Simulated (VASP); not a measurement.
# BaHfO3 (P6/mmm) in VASP: relaxation of cell and atoms with PBE

Aim: the relaxation of cell and atoms of BaHfO3 with PBE.

All numbers are computed with VASP 6.6.1; they aren't measurements. Logs are shortened: lines on timing, memory, paths and dates and some standing lists are left out, and cuts for length are marked.

## (1) The cell of the first run

The structure is hexagonal, space group P6/mmm (No. 191). The conventional cell has a = 4.388 Å, b = 4.388 Å, c = 5.953 Å, α = 90.00°, β = 90.00°, γ = 120.00°. Ba (site symmetry 6/mmm) has 2 Hf at 2.98 Å and 12 O at 3.70 Å within 3.9 Å. Hf (site symmetry 6/mmm) has 6 O at 2.19 Å within 2.9 Å. Within 2.9 Å of O (site symmetry mmm) lie 4 O at 2.19 Å and 2 Hf at 2.19 Å.

## (2) Relaxation of cell and atoms, PBE

Contents of INCAR:

```
SYSTEM = BaHfO3
PREC = Accurate
ENCUT = 600
EDIFF = 1E-6
ISMEAR = 0
SIGMA = 0.1
LREAL = .FALSE.
LASPH = .TRUE.
NELM = 80
ALGO = Normal
ISIF = 3
LWAVE = .FALSE.
LCHARG = .FALSE.
GGA = PE
IBRION = 2
NSW = 90
EDIFFG = -0.04
```

Contents of KPOINTS:

```
Automatic mesh
0
G
  6 6 4
  0 0 0
```

Contents of POSCAR:

```
BaHfO3
1.0
    4.3879760900      0.0000000000      0.0000000000
   -2.1939880400      3.8000987600      0.0000000000
    0.0000000000      0.0000000000      5.9534302500
Ba Hf O
1 1 3
Direct
    0.0000000000      0.0000000000      0.5000000000
    0.0000000000      0.0000000000      0.0000000000
    0.5000000000      0.0000000000      0.0000000000
    0.0000000000      0.5000000000      0.0000000000
    0.5000000000      0.5000000000      0.0000000000
```

Potentials or basis: VASP PAW PBE potentials, release 64 (Ba_sv, Hf_pv, O).

The run is started by

```console
> cat potpaw_PBE.64/Ba_sv/POTCAR potpaw_PBE.64/Hf_pv/POTCAR potpaw_PBE.64/O/POTCAR > POTCAR
> mpirun -np 1 vasp_std > vasp.out
```

OUTCAR:

```text
SYSTEM = BaHfO3
   PREC = Accurate
   ENCUT = 600
   EDIFF = 1E-6
   ISMEAR = 0
   LREAL = .FALSE.
   LASPH = .TRUE.
   NELM = 80
   ISIF = 3
   GGA = PE
   IBRION = 2
   NSW = 90
   EDIFFG = -0.04

 ion  position               nearest neighbor table
   1  0.000  0.000  0.500-   2 2.98   2 2.98
   2  0.000  0.000  0.000-   4 2.19   4 2.19   5 2.19   5 2.19   3 2.19   3 2.19   1 2.98   1 2.98

   3  0.500  0.000  0.000-   2 2.19   2 2.19
   4  0.000  0.500  0.000-   2 2.19   2 2.19
   5  0.500  0.500  0.000-   2 2.19   2 2.19

  LATTYP: Found a hexagonal cell.
 ALAT       =     4.3879760900
 C/A-ratio  =     1.3567599567

  Lattice vectors:

 A1 = (   4.3879760900,   0.0000000000,   0.0000000000)
 A2 = (  -2.1939880400,   3.8000987600,   0.0000000000)
 A3 = (   0.0000000000,   0.0000000000,   5.9534302500)

Analysis of symmetry for initial positions (statically):
=====================================================================
 Subroutine PRICEL returns:
 Original cell was already a primitive cell.

 Routine SETGRP: Setting up the symmetry group for a
 hexagonal supercell.

 Subroutine GETGRP returns: Found 24 space group operations
 (whereof 24 operations were pure point group operations)
 out of a pool of 24 trial point group operations.

The static configuration has the point symmetry D_6h.

Analysis of symmetry for dynamics (positions and initial velocities):
=====================================================================
 Subroutine PRICEL returns:
 Original cell was already a primitive cell.

 Routine SETGRP: Setting up the symmetry group for a
 hexagonal supercell.

 Subroutine GETGRP returns: Found 24 space group operations
 (whereof 24 operations were pure point group operations)
 out of a pool of 24 trial point group operations.

The dynamic configuration has the point symmetry D_6h.

 Subroutine INISYM returns: Found 24 space group operations
 (whereof 24 operations are pure point group operations),
 and found     1 'primitive' translations

----------------------------------------------------------------------------------------

                                     Primitive cell

  volume of cell :      99.2719

  direct lattice vectors                    reciprocal lattice vectors
     4.387976090  0.000000000  0.000000000     0.227895499  0.131575527  0.000000000
    -2.193988040  3.800098760  0.000000000     0.000000000  0.263151056  0.000000000
     0.000000000  0.000000000  5.953430250     0.000000000  0.000000000  0.167970390

  length of vectors
     4.387976090  4.387976083  5.953430250     0.263151055  0.263151056  0.167970390

  position of ions in fractional coordinates (direct lattice)
     0.000000000  0.000000000  0.500000000
     0.000000000  0.000000000  0.000000000
     0.500000000  0.000000000  0.000000000
     0.000000000  0.500000000  0.000000000
     0.500000000  0.500000000  0.000000000

  ion indices of the primitive-cell ions
   primitive index   ion index
                 1           1
                 2           2
                 3           3
                 4           4
                 5           5

----------------------------------------------------------------------------------------

 KPOINTS: Automatic mesh

Automatic generation of k-mesh.
 Grid dimensions read from file:
 generate k-points for:    6    6    4

 Generating k-lattice:

  Cartesian coordinates                     Fractional coordinates (reciprocal lattice)
     0.037982583  0.021929255  0.000000000     0.166666667  0.000000000  0.000000000
     0.000000000  0.043858509  0.000000000     0.000000000  0.166666667  0.000000000
     0.000000000  0.000000000  0.041992597     0.000000000  0.000000000  0.250000000

  Length of vectors
     0.043858509  0.043858509  0.041992597

  Shift w.r.t. Gamma in fractional coordinates (k-lattice)
     0.000000000  0.000000000  0.000000000

 Subroutine IBZKPT returns following result:
 ===========================================

 Found     21 irreducible k-points:

 Following reciprocal coordinates:
            Coordinates               Weight
  0.000000  0.000000  0.000000      1.000000
  0.166667 -0.000000  0.000000      6.000000
  0.333333 -0.000000  0.000000      6.000000
  0.500000  0.000000  0.000000      3.000000
  0.166667  0.166667  0.000000      6.000000
  0.333333  0.166667  0.000000     12.000000
[... 13 lines left out ...]
  0.333333  0.166667  0.500000     12.000000
  0.333333  0.333333  0.500000      2.000000
   k-points           NKPTS =     21   k-points in BZ     NKDIM =     21   number of bands    NBANDS=     23
   number of dos      NEDOS =    301   number of ions     NIONS =      5
   total plane-waves  NPLWV =  62208
   dimension x,y,z NGX =    36 NGY =   36 NGZ =   48
   dimension x,y,z NGXF=    72 NGYF=   72 NGZF=   96
   ions per type =               1   1   3
   NGX,Y,Z   is equivalent  to a cutoff of  13.64, 13.64, 13.40 a.u.
   NGXF,Y,Z  is equivalent  to a cutoff of  27.28, 27.28, 26.81 a.u.
 SYSTEM =  BaHfO3
   PREC   = accura    normal or accurate (medium, high low for compatibility)
   ISTART =      0    job   : 0-new  1-cont  2-samecut
   ICHARG =      2    charge: 1-file 2-atom 10-const
   ISPIN  =      1    spin polarized calculation?
   LNONCOLLINEAR =      F non collinear calculations
   LSORBIT =      F    spin-orbit coupling
   LASPH  =      T    aspherical Exc in radial PAW
   ENCUT  =  600.0 eV  44.10 Ry    6.64 a.u.   8.76  8.76 11.89*2*pi/ulx,y,z
   NELM   =     80;   NELMIN=  2; NELMDL= -5     # of ELM steps
   EDIFF  = 0.1E-05   stopping-criterion for ELM
   LREAL  =      F    real-space projection
   EDIFFG = -.4E-01   stopping-criterion for IOM
   NSW    =     90    number of steps for IOM
   IBRION =      2    ionic relax: 0-MD 1-quasi-New 2-CG
   NFREE  =      1    steps in history (QN), initial steepest desc. (CG)
   ISIF   =      3    stress and relaxation
   ISYM   =      2    0-nonsym 1-usesym 2-fastsym
   POTIM  = 0.5000    time-step for ionic-motion
   TEBEG  =    0.0;   TEEND  =   0.0 temperature during run
   PSTRESS=    0.0 pullay stress
   NELECT =      38.0000    total number of electrons
   NUPDOWN=      -1.0000    fix difference up-down
   EMIN   =  10.00;   EMAX   =-10.00  energy-range for DOS
   EFERMI =   0.00;   METHOD = LEGACY
   ISMEAR =     0;   SIGMA  =   0.10  broadening in eV -4-tet -1-fermi 0-gaus
   EFERMI_NEDOS =   21; number of points for ismear=-14 and -15
   IALGO  =     38    algorithm
   IMIX   =      4    mixing-type and parameters
     AMIX     =   0.40;   BMIX     =  1.00
     AMIX_MAG =   1.60;   BMIX_MAG =  1.00
  volume/ion in A,a.u.               =      19.85       133.98
  Fermi-wavevector in a.u.,A,eV,Ry     =   1.188668  2.246257 19.224101  1.412932
  Thomas-Fermi vector in A             =   2.324792
   LORBIT       =      0    0 simple, 1 ext, 2 COOP (PROOUT), +10 PAW based schemes
   GGA     = PE    functional components
   LHFCALC =     F    Hartree Fock is set to
   AEXX    =    0.0000 exact exchange contribution
   IVDW    =     0    specifies the selected vdW correction
   LEPSILON=     F    determine dielectric tensor
   LRPA    =     F    only Hartree local field effects (RPA)
 conjugate gradient relaxation of ions
 non-spin polarized calculation
 Gauss-broadening in eV      SIGMA  =   0.10
  energy-cutoff  :      600.00
  volume of cell :       99.27
 maximum number of plane-waves:      3336
 NGX is ok and might be reduce to    36
   NGX = 17   NGY = 17   NGZ = 23

--------------------------------------- Ionic step        1  -------------------------------------------

 number of electron      37.9999987 magnetization

 Free energy of the ion-electron system (eV)
  ---------------------------------------------------
  ext. energy  EPLUGINS =         0.00000000
  ---------------------------------------------------
  free energy    TOTEN  =       -30.82807260 eV

  energy without entropy =      -30.80431099  energy(sigma->0) =      -30.81619180

------------------------ aborting loop because EDIFF is reached ----------------------------------------

  FORCE on cell =-STRESS in cart. coord.  units (eV):
  Direction    XX          YY          ZZ          XY          YZ          ZX
  --------------------------------------------------------------------------------------
  -------------------------------------------------------------------------------------
  Total       -2.0830650     -2.0830650      8.8162243     -0.0000000      0.0000000      0.0000000
  in kB      -33.6191716    -33.6191715    142.2875190     -0.0000000      0.0000000      0.0000000
  external PRESSURE =      25.0163920 kB  Pullay stress =       0.0000000 kB

 VOLUME and BASIS-vectors are now :
 -----------------------------------------------------------------------------
  energy-cutoff  :      600.00
  volume of cell :       99.27
      direct lattice vectors                 reciprocal lattice vectors
     4.387976090  0.000000000  0.000000000     0.227895499  0.131575527  0.000000000
    -2.193988040  3.800098760  0.000000000     0.000000000  0.263151056  0.000000000
     0.000000000  0.000000000  5.953430250     0.000000000  0.000000000  0.167970390
[... 235 lines left out ...]
 POSITION                                       TOTAL-FORCE (eV/Angst)
 -----------------------------------------------------------------------------------
      0.00000      0.00000      3.43443        -0.000000     -0.000000      0.000000
      0.00000      0.00000      0.00000        -0.000000     -0.000000      0.000000
      2.15552     -0.00000      0.00000         0.000000      0.000000      0.000000
     -1.07776      1.86674      0.00000         0.000000     -0.000000      0.000000
      1.07776      1.86674      0.00000        -0.000000     -0.000000      0.000000
 -----------------------------------------------------------------------------------
    total drift:                                0.000000      0.000000     -0.000000

  FREE ENERGIE OF THE ION-ELECTRON SYSTEM (eV)
  ---------------------------------------------------
  free  energy   TOTEN  =       -31.4387416721 eV

  energy  without entropy=      -31.4251938067  energy(sigma->0) =      -31.43196774

--------------------------------------- Ionic step        8  -------------------------------------------

 number of electron      38.0000009 magnetization

 Free energy of the ion-electron system (eV)
  ---------------------------------------------------
  ext. energy  EPLUGINS =         0.00000000
  ---------------------------------------------------
  free energy    TOTEN  =       -31.43943416 eV

  energy without entropy =      -31.42581175  energy(sigma->0) =      -31.43262296

 E-fermi :   2.4493     XC(G=0):  -8.7910

 val. band max:        2.4333917886   @ k =   0.3333  -0.0000   0.2500
 cond. band min:       2.5156295611   @ k =   0.1667   0.1667   0.0000
 fundamental gap:      0.0822377725
 Fermi energy:         2.4492831183

 k-point     1 :       0.0000    0.0000    0.0000
  band No.  band energies     occupation
      1     -28.3844      2.00000
      2     -28.2053      2.00000
      3     -28.2053      2.00000
      4     -26.6128      2.00000
      5     -17.6189      2.00000
      6     -14.5245      2.00000
[... 15 lines left out ...]
     22       4.0456      0.00000
     23       4.0456      0.00000
[... 540 lines left out ...]
 POSITION                                       TOTAL-FORCE (eV/Angst)
 -----------------------------------------------------------------------------------
      2.15438      3.73150      3.44521        -0.000000      0.000000      0.000000
      2.15438      3.73150      0.00000         0.000000      0.000000      0.000000
      2.15438     -0.00000      6.89042         0.000000      0.000000      0.000000
     -1.07719      1.86575      0.00000         0.000000      0.000000      0.000000
      1.07719      1.86575      0.00000         0.000000     -0.000000      0.000000
 -----------------------------------------------------------------------------------
    total drift:                               -0.000000      0.000000     -0.000000

  FREE ENERGIE OF THE ION-ELECTRON SYSTEM (eV)
  ---------------------------------------------------
  free  energy   TOTEN  =       -31.4394341650 eV

  energy  without entropy=      -31.4258117544  energy(sigma->0) =      -31.43262296

 reached required accuracy - stopping structural energy minimisation
```

Wall time 3.5 min (1 thread of Intel Xeon 6975P-C (Granite Rapids), shared host); peak memory 0.29 GiB.

What came out:

* Free energy: -31.4394 eV
* Relaxed volume: 22.16 Å³/atom
* Relaxed cell: a = 4.309 Å, b = 4.309 Å, c = 6.890 Å, α = 90.00°, β = 90.00°, γ = 120.00°
* Space group after relaxing (to 0.05 Å): P6/mmm (No. 191)
* Energy gained by relaxing: 122.3 meV/atom
* Ionic steps: 8
* Pressure after relaxing: 0.0 GPa
* Band gap on the k mesh: zero (band 19 reaches 2.80 eV, above the bottom of band 20 at 2.23 eV)

The path:
| step | energy change (eV) | largest force (eV/Å) | pressure (GPa) | volume (Å³) |
| --- | --- | --- | --- | --- |
| 1 | 0.0000 | 0.0000 | 2.50 | 99.27 |
| 2 | -0.5086 | 0.0000 | 2.59 | 103.43 |
| 3 | -0.5322 | 0.0000 | 4.39 | 106.28 |
| 4 | -0.5556 | 0.0000 | 3.76 | 105.46 |
| 5 | -0.5687 | 0.0000 | -2.89 | 115.50 |
| 6 | -0.6107 | 0.0000 | -0.06 | 110.66 |
| 7 | -0.6107 | 0.0000 | -0.01 | 110.56 |
| 8 | -0.6114 | 0.0000 | 0.04 | 110.79 |

Final structure:
```
Ba Hf O
1.0
     4.30876    0.00000    0.00000
    -2.15438    3.73150    0.00000
     0.00000    0.00000    6.89042
Ba Hf O
1 1 3
Direct
  0.00000 0.00000 0.50000
  0.00000 0.00000 0.00000
  0.50000 0.00000 0.00000
  0.00000 0.50000 0.00000
  0.50000 0.50000 0.00000
```

Caveat: spin-orbit coupling is left out, which moves the levels of the heavy elements.
